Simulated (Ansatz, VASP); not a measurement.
WSe2: VASP beside Ansatz

File POSCAR:

```
WSe2
1.0
    3.4081400126      0.0000000000      0.0000000000
   -1.7040700063      2.9515358306      0.0000000000
    0.0000000000      0.0000000000     22.7796597070
W Se
2 4
Direct
    0.6666666667      0.3333333333      0.1423922113
    0.3333333333      0.6666666667      0.8576077887
    0.3333333333      0.6666666667      0.2113531704
    0.6666666667      0.3333333333      0.9266195386
    0.3333333333      0.6666666667      0.0733804614
    0.6666666667      0.3333333333      0.7886468296
```

Contents of INCAR.step1:

```
PREC = Accurate
ENCUT = 520
ISMEAR = 0
SIGMA = 0.05
LREAL = F
LASPH = T
NELM = 100
NBANDS = 35
GGA = PE
ALGO = Normal
EDIFF = 1E-4
LWAVE = T
LCHARG = F
```

File INCAR.step2:

```
PREC = Accurate
ENCUT = 520
EDIFF = 1E-7
ISMEAR = 0
SIGMA = 0.05
LREAL = F
LASPH = T
NELM = 100
ALGO = Normal
ISIF = 2
LWAVE = F
LCHARG = F
METAGGA = R2SCAN
LMIXTAU = T
NBANDS = 35
ISTART = 1
```

KPOINTS

```
regular mesh
0
Gamma
  12 12 2
```

Input for Ansatz:

```yaml
crystal:
  lattice:
    - [3.4081400126, 0.0, 0.0]
    - [-1.7040700063, 2.9515358306, 0.0]
    - [0.0, 0.0, 22.779659707]
  atoms:
    - { symbol: W, position: [0.6666666667, 0.3333333333, 0.1423922113] }
    - { symbol: W, position: [0.3333333333, 0.6666666667, 0.8576077887] }
    - { symbol: Se, position: [0.3333333333, 0.6666666667, 0.2113531704] }
    - { symbol: Se, position: [0.6666666667, 0.3333333333, 0.9266195386] }
    - { symbol: Se, position: [0.3333333333, 0.6666666667, 0.0733804614] }
    - { symbol: Se, position: [0.6666666667, 0.3333333333, 0.7886468296] }
basis:
  ecutwfc: 500
kpoints:
  mp_grid: { grid: [12, 12, 2] }
hamiltonian:
  xc: r2scan
scf:
  occupations: { method: gaussian, width: 0.05 }
output:
  forces: true
  stress: true
  eigenvalues: true
```

Alike in both runs: task single point; functional r2SCAN; k mesh 12 × 12 × 2; occupations gaussian, width 0.05 eV; no spin polarisation.

|  | VASP | Ansatz |
| --- | --- | --- |
| version | VASP 6.6.1 | Ansatz 0.2.0 |
| potentials or method | VASP PAW PBE potentials, release 64 (W_sv, Se), cutoff 520 eV | scalar-relativistic, plane waves, PAW |
| valence electrons in the cell | 52 | 92 |

|  | VASP | Ansatz | Ansatz less VASP |
| --- | --- | --- | --- |
| gap on the k mesh at the Fermi level (eV) | 0.56 | 0.57 | +0.008 |
| least direct gap on the mesh (eV) | 1.19 | 1.19 | +0.001 |
| rms of the force components (eV/Å) | 0.543 | 0.521 | -0.0221 |

VASP's potentials were made for PBE, not for r2SCAN. Atom by atom the forces differ by 0.022 eV/Å (rms over components). The functional is the same, so the differences come from potentials, cutoffs and numerics. VASP's potentials hold 52 valence electrons a cell and Ansatz's 92, so a difference there can come from the potentials and not from the codes.

Spin-orbit coupling is off throughout.
